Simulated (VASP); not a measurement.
A run of VASP 6.6.1 is set up as follows.

Contents of INCAR:

```
PREC = Accurate
ENCUT = 600
EDIFF = 1E-6
ISMEAR = 1
SIGMA = 0.0377
LREAL = F
LASPH = T
NELM = 120
ALGO = Normal
ISIF = 2
LWAVE = F
LCHARG = F
GGA = RE
NBANDS = 35
GGA_COMPAT = F
```

Contents of KPOINTS:

```
Automatic mesh
0
Gamma
  4 4 4
  0 0.5 0
```

Contents of POSCAR:

```
Na2Be3B
1.0
    0.0066910000      5.8364180000      0.0018060000
    5.0675550000     -2.9124130000      0.0080860000
   -0.0082910000     -0.0014430000     -4.6736800000
B Be Na
2 6 4
Direct
    0.1723140000      0.9904780000      0.4360910000
    0.8605370000      0.0156730000      0.9367980000
    0.4228180000      0.2785590000      0.4966830000
    0.5774470000      0.7628970000      0.9983090000
    0.1768700000      0.7481050000      0.4989570000
    0.8552320000      0.2592000000      0.9827920000
    0.0825080000      0.9797960000      0.0877190000
    0.9179900000      0.9888690000      0.6004870000
    0.5139360000      0.3538470000      0.0290220000
    0.5028880000      0.6621660000      0.4999520000
    0.1702490000      0.6600420000      0.9713650000
    0.8377230000      0.3619580000      0.5010400000
```

Potentials or basis: VASP PAW PBE potentials, release 64 (B, Be, Na_pv).

The run is started by

```sh
$ cat potpaw_PBE.64/B/POTCAR potpaw_PBE.64/Be/POTCAR potpaw_PBE.64/Na_pv/POTCAR > POTCAR
$ mpirun -np 1 vasp_std > vasp.out
```

(1) Predict the pressure.

(2) Predict the largest force.

(3) What does it give for the band gap on the k mesh?

Answers

(1) 44.6 GPa.

(2) 4.394 eV/Å.

(3) zero (bands 23 and 24 overlap by 1.63 eV).

Caveat: the stress differs along the axes, from 33 to 54 GPa; the PAW data sets were made with another functional, which shifts forces and pressure a little.
